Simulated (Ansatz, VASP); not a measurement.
# Ge: VASP beside Ansatz

```
Ge
1.0
    -2.47351    2.62708    1.42406
     2.47351   -2.62708    1.42406
     2.47351    2.62708   -1.42406
Ge
2
Direct
  0.18594 0.93594 0.25000
  0.81406 0.06406 0.75000
```

Alike in both runs: task single point; functional LDA; k mesh 11 × 11 × 11; no spin polarisation.

```csv
,VASP,Ansatz
version,VASP 6.6.1,Ansatz 0.2.0
potentials or method,"VASP PAW LDA potentials, release 64 (Ge_d), cutoff 520 eV","plane waves, PAW"
occupations,"fermi-dirac, width 0.1 eV",fermi-dirac
valence electrons in the cell,28,28
```

```tsv
	VASP	Ansatz	Ansatz less VASP
pressure (GPa)	-2.3	-2.3	-0.02
traceless stress, the component that is largest in VASP (GPa)	1.07	1.07	-0.004
```

LDA's correlation is that of Perdew and Zunger in VASP and of Perdew and Wang (1992) in Ansatz.
